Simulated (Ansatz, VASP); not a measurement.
## Two plane-wave programs on NiO2

```
Ni O
1.0
     2.86242    0.00000    0.00000
    -1.43121    2.47893    0.00000
     0.00000    0.00000    4.70382
Ni O
1 2
Direct
  0.00000 0.00000 0.50000
  0.66667 0.33333 0.64995
  0.33333 0.66667 0.35005
```

Alike in both runs: task single point; functional PBEsol; k mesh 12 × 12 × 6; occupations gaussian, width 0.05 eV; no spin polarisation.

|  | VASP | Ansatz |
| --- | --- | --- |
| version | VASP 6.6.1 | Ansatz 0.2.0 |
| potentials or method | VASP PAW PBE potentials, release 64 (Ni, O), cutoff 520 eV | scalar-relativistic, plane waves, PAW |
| valence electrons in the cell | 22 | 30 |

|  | VASP | Ansatz | Ansatz less VASP |
| --- | --- | --- | --- |
| gap on the k mesh at the Fermi level (eV) | 0.68 | 0.70 | +0.018 |
| least direct gap on the mesh (eV) | 1.08 | 1.12 | +0.045 |
| pressure (GPa) | 22.9 | 22.2 | -0.76 |
| traceless stress, the component that is largest in VASP (GPa) | 2.40 | 3.32 | +0.916 |
| rms of the force components (eV/Å) | 1.791 | 1.782 | -0.0098 |

VASP's potentials were made for PBE, not for PBEsol. Atom by atom the forces differ by 0.010 eV/Å (rms over components). With one functional, cell and mesh, what is left measures potentials, basis and numerics. VASP's potentials hold 22 valence electrons a cell and Ansatz's 30, so a difference there can come from the potentials and not from the codes.
